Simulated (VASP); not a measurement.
# Be: relaxation of cell and atoms with PBEsol

Be:

```xyz
2
Lattice="2.2853 0.0000 0.0000 -1.1426 1.9791 0.0000 0.0000 0.0000 3.5842" Properties=species:S:1:pos:R:3 pbc="T T T"
Be    0.0000    1.3194    0.8961
Be    1.1427    0.6597    2.6882
```

```
Program                : VASP 6.6.1
Task                   : relaxation of cell and atoms
Functional             : PBEsol
Potentials or basis    : VASP PAW PBE potentials, release 64 (Be)
Cutoff                 : 600 eV
k mesh                 : 12 × 12 × 7
Occupations            : fermi-dirac, width 0.05 eV
Spin                   : no spin polarisation
Dipole correction      : no
Further INCAR settings : ALGO = Normal; EDIFF = 1e-06; IBRION = 2; EDIFFG = -0.01; NSW = 60; ISIF = 3
```

| Item | Value |
| --- | --- |
| Relaxed volume | 7.85 Å³/atom |
| Relaxed cell | a = 2.257 Å, b = 2.257 Å, c = 3.558 Å, α = 90.00°, β = 90.00°, γ = 120.00° |
| Space group after relaxing (to 0.05 Å) | P6_3/mmc (No. 194) |
| Energy gained by relaxing | 3.0 meV/atom |
| Ionic steps | 5 |
| Pressure after relaxing | 0.1 GPa |
| Band gap on the k mesh | zero (band 2 reaches 7.87 eV, above the bottom of band 3 at 5.98 eV) |

The path:
| step | energy change (eV) | largest force (eV/Å) | pressure (GPa) | volume (Å³) |
| --- | --- | --- | --- | --- |
| 1 | 0.0000 | 0.0000 | -3.65 | 16.21 |
| 2 | -0.0059 | 0.0000 | -0.54 | 15.78 |
| 3 | -0.0061 | 0.0000 | 0.02 | 15.71 |
| 4 | -0.0061 | 0.0000 | 0.10 | 15.70 |
| 5 | -0.0061 | 0.0000 | 0.06 | 15.70 |

Final structure:
```
Be
1.0
     2.25735    0.00000    0.00000
    -1.12867    1.95492    0.00000
     0.00000    0.00000    3.55798
Be
2
Direct
  0.33333 0.66667 0.25000
  0.66667 0.33333 0.75000
```

Levels at points of the mesh, in eV from the Fermi level:
| k point | band 1 | band 2 | band 3 | band 4 | band 5 | band 6 |
| --- | --- | --- | --- | --- | --- | --- |
| (0.00, 0.00, 0.00) | -11.76 | -4.87 | 0.75 | 15.72 | 15.72 | 18.58 |
| (0.50, 0.00, 0.00) | -5.43 | -3.51 | 3.26 | 6.12 | 6.40 | 9.08 |

Run time: 13 s on 1 thread of Intel Xeon 6975P-C, with other jobs on the host, peak memory 0.13 GiB.

Caveat: the PAW data sets were made with another functional, which shifts forces and pressure a little.
